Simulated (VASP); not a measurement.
Write the native input for VASP 6.6.1 that does the following.

```yaml
Task: single point
Functional: PBE
Potentials_or_basis: VASP PAW PBE potentials, release 64 (Ga_d, P)
Cutoff: 520 eV
k_mesh: 9 × 9 × 9
Occupations: gaussian, width 0.05 eV
Spin: no spin polarisation
Dipole_correction: no
Further_INCAR_settings: ALGO = Normal; EDIFF = 1e-06; NBANDS = 26
```

The structure of GaP lies in POSCAR:

```
GaP
1.0
    1.7605340265      1.0164447941      6.5802893465
   -1.7605340265      1.0164447941      6.5802893465
    0.0000000000     -2.0328895883      6.5802893465
Ga P
2 2
Direct
    0.4355841032      0.4355841032      0.4355841032
    0.5644158968      0.5644158968      0.5644158968
    0.0575077006      0.0575077006      0.0575077006
    0.9424922994      0.9424922994      0.9424922994
```

These files were run (other wordings do the same):

INCAR

```
  ALGO = Normal
  EDIFF = 1E-6
  ENCUT = 520
  GGA = PE
  ISIF = 2
  ISMEAR = 0
  LASPH = True
  LCHARG = False
  LREAL = False
  LWAVE = False
  NBANDS = 26
  NELM = 60
  PREC = Accurate
  SIGMA = 0.05
```

KPOINTS

```
k-points
0
Gamma
  9 9 9
```

Potentials or basis: VASP PAW PBE potentials, release 64 (Ga_d, P).

Command:

```sh
$ cat potpaw_PBE.64/Ga_d/POTCAR potpaw_PBE.64/P/POTCAR > POTCAR
$ mpirun -np 1 vasp_std > vasp.out
```

It gave:

The pressure is 19.2 GPa. The largest force is 1.567 eV/Å and the band gap on the k mesh is 0.08 eV (least direct gap 0.20 eV).

Caveat: the cell stands under pressure; an odd mesh through Γ misses points on the zone boundary, where band edges can lie; forces of over 1 eV/Å act on the atoms, so gaps and moduli don't describe the material at rest.

Run time: 5.1 min on 1 thread of Intel(R) Xeon(R) Platinum 8488C (Sapphire Rapids) (shared host), peak memory 0.46 GiB.
